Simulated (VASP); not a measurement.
MnSi4C, 6 atoms in the cell. Symmetry: P4/mmm, No. 123, tetragonal system. Conventional cell: a = 3.860 Å, b = 3.860 Å, c = 4.955 Å, α = 90.00°, β = 90.00°, γ = 90.00°. Mn (site symmetry 4/mmm) has 8 Si at 2.31 Å within 3.0 Å. Si (site symmetry 2mm) has 2 C at 2.28 Å and 2 Mn at 2.31 Å and 6 Si at 2.43 to 2.73 Å within 3.0 Å. Within 3.0 Å of C (site symmetry 4/mmm) lie 8 Si at 2.28 Å. The cell was generated, and may not be a known phase.

| Item | Value |
| --- | --- |
| Program | VASP 6.6.1 |
| Task | relaxation of cell and atoms |
| Functional | PBE |
| Potentials or basis | VASP PAW PBE potentials, release 64 (Mn_pv, Si, C) |
| Cutoff | 600 eV |
| k mesh | 10 × 10 × 8 |
| Occupations | gaussian, width 0.1 eV |
| Spin | no spin polarisation |
| Dipole correction | no |
| Further INCAR settings | ALGO = Normal; EDIFF = 1e-07; IBRION = 2; EDIFFG = -0.01; NSW = 100; ISIF = 3 |

Potentials or basis: VASP PAW PBE potentials, release 64 (Mn_pv, Si, C).

Run with:

```bash
$ cat potpaw_PBE.64/Mn_pv/POTCAR potpaw_PBE.64/Si/POTCAR potpaw_PBE.64/C/POTCAR > POTCAR
$ mpirun -np 1 vasp_std > vasp.out
```

Hardware: 1 thread of Intel Xeon 8259CL, on a shared host.

Problem. Estimate the wall time of this run.

Solution. It took 17 min on 1 thread of Intel Xeon 8259CL, on a shared host, peak memory 0.34 GiB. Counts: scf iterations 65, k points 105, ion steps 7.
